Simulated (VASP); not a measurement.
Write the native input for VASP 6.6.1 that does the following.

| Property | Result |
| --- | --- |
| Task | single point |
| Functional | BLYP |
| Potentials or basis | VASP PAW PBE potentials, release 64 (Ni, Al) |
| Cutoff | 600 eV |
| k mesh | 9 × 9 × 9 |
| Occupations | fermi-dirac, width 0.05 eV |
| Spin | collinear spin, ferromagnetic start |
| Starting moments | [1.0, 0.0] μB |
| Dipole correction | no |
| Further INCAR settings | ALGO = Normal; EDIFF = 1e-06; NBANDS = 18 |

The structure of AlNi lies in POSCAR:

```
AlNi
1.0
    2.9213229537      0.0000000000      0.0000000000
    0.0000000000      2.9213229537      0.0000000000
    0.0000000000      0.0000000000      2.9213229537
Ni Al
1 1
Direct
    0.5000000000      0.5000000000      0.5000000000
    0.0000000000      0.0000000000      0.0000000000
```

The input as run:

INCAR

```
SYSTEM = AlNi
PREC     = Accurate       ! precision mode
ENCUT    = 600            ! plane-wave cutoff, eV
EDIFF    = 1E-6           ! SCF threshold, eV
ISMEAR   = -1             ! smearing method
SIGMA    = 0.05           ! smearing width, eV
LREAL    = .FALSE.        ! projectors in reciprocal space
LASPH    = .TRUE.         ! aspherical terms in the spheres
NELM     = 200            ! most SCF steps
ALGO     = Normal         ! electronic algorithm
ISIF     = 2              ! what is computed and relaxed
LWAVE    = .FALSE.        ! write WAVECAR
LCHARG   = .TRUE.         ! write CHGCAR
ISPIN    = 2              ! spin polarisation
MAGMOM   = 1 0            ! initial moments
LORBIT   = 11             ! projections on sites
LMAXMIX  = 4              ! l up to which the mixer works
GGA      = B5             ! functional
ALDAX    = 1.0          
AGGAX    = 1.0          
AGGAC    = 1.0          
ALDAC    = 0.0          
LELF     = .TRUE.         ! ELF
LVHAR    = .TRUE.       
NBANDS   = 18             ! bands
GGA_COMPAT= .FALSE.
```

KPOINTS

```
Automatic mesh
0
G
  9 9 9
  0 0 0
```

Potentials or basis: VASP PAW PBE potentials, release 64 (Ni, Al).

Run with:

```bash
$ cat potpaw_PBE.64/Ni/POTCAR potpaw_PBE.64/Al/POTCAR > POTCAR
$ mpirun -np 1 vasp_std > vasp.out
```

Results of the run:

- Pressure: 0.3 GPa
- Net moment: 0.00 μB per cell
- Valence electrons inside the program's atomic spheres: Ni 9.45; Al 0.77

Caveat: the PAW data sets were made with another functional, which shifts forces and pressure a little.

Wall time 60 s on 1 thread of Intel Xeon 8259CL, with other jobs on the host, peak memory 0.17 GiB.
